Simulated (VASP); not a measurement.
Here is a VASP 6.6.1 calculation.

File INCAR:

```
PREC     = Accurate       # precision mode
ENCUT    = 600            # plane-wave cutoff, eV
EDIFF    = 1E-6           # SCF threshold, eV
ISMEAR   = 0              # smearing method
SIGMA    = 0.1            # smearing width, eV
LREAL    = False          # projectors in reciprocal space
LASPH    = True           # aspherical terms in the spheres
NELM     = 80             # most SCF steps
ALGO     = Normal         # electronic algorithm
ISIF     = 3              # what is computed and relaxed
LWAVE    = False          # write WAVECAR
LCHARG   = False          # write CHGCAR
GGA      = PS             # functional
IBRION   = 2              # ionic algorithm
NSW      = 100            # ionic steps
EDIFFG   = -0.01          # ionic threshold
```

The input KPOINTS:

```
regular mesh
0
Gamma
  30 30 30
```

POSCAR

```
B
1.0
    1.1788178746      0.6805908172      1.3056077213
   -1.1788178746      0.6805908172      1.3056077213
    0.0000000000     -1.3611816344      1.3056077213
B
1
Direct
    0.5000000000      0.5000000000      0.5000000000
```

Potentials or basis: VASP PAW PBE potentials, release 64 (B).

Command:

```sh
$ cat potpaw_PBE.64/B/POTCAR > POTCAR
$ mpirun -np 1 vasp_std > vasp.out
```

Task: Estimate the relaxed volume.

Result: 6.29 Å³/atom.

Task: Estimate the space group after relaxing (to 0.1 Å).

Result: R-3m (No. 166).

Final structure:
```
CELL_PARAMETERS angstrom
1.18131 0.68203 1.30181
-1.18131 0.68203 1.30181
0.00000 -1.36406 1.30181
ATOMIC_POSITIONS crystal
B 0.50000 0.50000 0.50000
```

Caveat: the PAW data sets were made with another functional, which shifts forces and pressure a little.
